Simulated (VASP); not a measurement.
ScTa2: single point with PBE

The system is ScTa2.

```xyz
3
Lattice="4.8529 0.0000 0.0000 -2.4264 4.2027 0.0000 0.0000 0.0000 2.9214" Properties=species:S:1:pos:R:3 pbc="T T T"
Sc    0.0000    0.0000    0.0000
Ta    0.0000    2.8018    1.4570
Ta    2.4264    1.4009    1.4644
```

```
Program                : VASP 6.6.1
Task                   : single point
Functional             : PBE
Potentials or basis    : VASP PAW PBE potentials, release 64 (Sc_sv, Ta_pv)
Cutoff                 : 520 eV
k mesh                 : 6 × 6 × 6
Occupations            : gaussian, width 0.1 eV
Spin                   : no spin polarisation
Dipole correction      : no
Further INCAR settings : ALGO = Normal; EDIFF = 1e-06; NBANDS = 24
```

```yaml
Pressure: 0.1 GPa
```

Levels at points of the mesh, in eV from the Fermi level:
```csv
k point,band 14,band 15,band 16,band 17,band 18,band 19
"(0.00, 0.00, 0.00)",-1.26,-1.26,-0.81,-0.81,0.89,1.53
"(0.50, 0.00, 0.00)",-1.40,-1.38,-1.07,0.25,0.83,0.86
"(0.00, 0.00, 0.50)",-1.73,-1.73,-1.47,0.53,0.53,1.05
"(0.50, 0.00, 0.50)",-1.45,-1.40,-1.21,0.27,0.42,1.14
```

Run time: 31 s on 1 thread of AMD EPYC 9R45 96-Core Processor (Zen 5), on a shared host, peak memory 0.17 GiB.

Caveat: spin-orbit coupling is left out, which moves the levels of the heavy elements.
